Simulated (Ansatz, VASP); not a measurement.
GaN: VASP beside Ansatz

```
CELL_PARAMETERS angstrom
0.00000 1.72762 1.72762
1.72762 0.00000 1.72762
1.72762 1.72762 0.00000
ATOMIC_POSITIONS crystal
Ga 0.00000 0.00000 0.00000
N 0.50000 0.50000 0.50000
```

Change from the starting cell: volume scaled by 0.55, PAW files, partial_waves polarizable.

Alike in both runs: task single point; functional r2SCAN; k mesh 15 × 15 × 15; occupations fermi-dirac, width 0.1 eV; no spin polarisation.

|  | VASP | Ansatz |
| --- | --- | --- |
| version | VASP 6.6.1 | Ansatz 0.2.0 |
| potentials or method | VASP PAW PBE potentials, release 64 (Ga_d, N) | PAW with Ansatz's default frozen-core files, scalar-relativistic |
| plane-wave cutoff (eV) | 520 | 500 |
| valence electrons in the cell | 18 | 18 |

```csv
,VASP,Ansatz,Ansatz less VASP
gap on the k mesh at the Fermi level (eV),6.20,6.33,+0.132
pressure (GPa),540.1,530.9,-9.21
```

VASP's potentials were made for PBE, not for r2SCAN. Both programs put the cell under a high pressure, so it lies far from rest at this level. The functional is the same, so the differences come from potentials, cutoffs and numerics.

Noted on VASP's run: the cell as given lies far from equilibrium.
